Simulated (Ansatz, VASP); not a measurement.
Al2O3 in VASP and in Ansatz

```
Al O
1.0
     4.95999    0.00000    0.00000
     0.00000   10.33897    0.00000
     0.00000    0.00000    3.09357
Al O
4 6
Direct
  0.41388 0.33100 0.50000
  0.58612 0.66900 0.50000
  0.91388 0.16900 0.00000
  0.08612 0.83100 0.00000
  0.73156 0.22269 0.50000
  0.00000 0.00000 0.00000
  0.76844 0.72269 0.00000
  0.23156 0.27731 0.00000
  0.26844 0.77731 0.50000
  0.50000 0.50000 0.50000
```

Change from the starting cell: strain +0.080 along x and y, +0.040 along z, atoms carried along.

Alike in both runs: task single point; functional LDA; k mesh 6 × 4 × 8; occupations gaussian, width 0.05 eV; no spin polarisation.

```csv
,VASP,Ansatz
version,VASP 6.6.1,Ansatz 0.2.0
potentials or method,"VASP PAW LDA potentials, release 64 (Al, O), cutoff 520 eV","scalar-relativistic, plane waves, PAW"
valence electrons in the cell,48,48
```

Ansatz gave:

| Quantity | Value |
| --- | --- |
| gap on the k mesh at the Fermi level (eV) | 2.09 |
| least direct gap on the mesh (eV) | 2.09 |
| pressure (GPa) | -20.8 |
| traceless stress, the component that is largest in VASP (GPa) | -8.22 |
| rms of the force components (eV/Å) | 0.401 |

Question: Which values does VASP return?

Answer: gap on the k mesh at the Fermi level (eV): 2.08; least direct gap on the mesh (eV): 2.08; pressure (GPa): -20.6; traceless stress, the component that is largest in VASP (GPa): -8.06; rms of the force components (eV/Å): 0.391.

LDA's correlation is that of Perdew and Zunger in VASP and of Perdew and Wang (1992) in Ansatz. Atom by atom the forces differ by 0.014 eV/Å (rms over components).
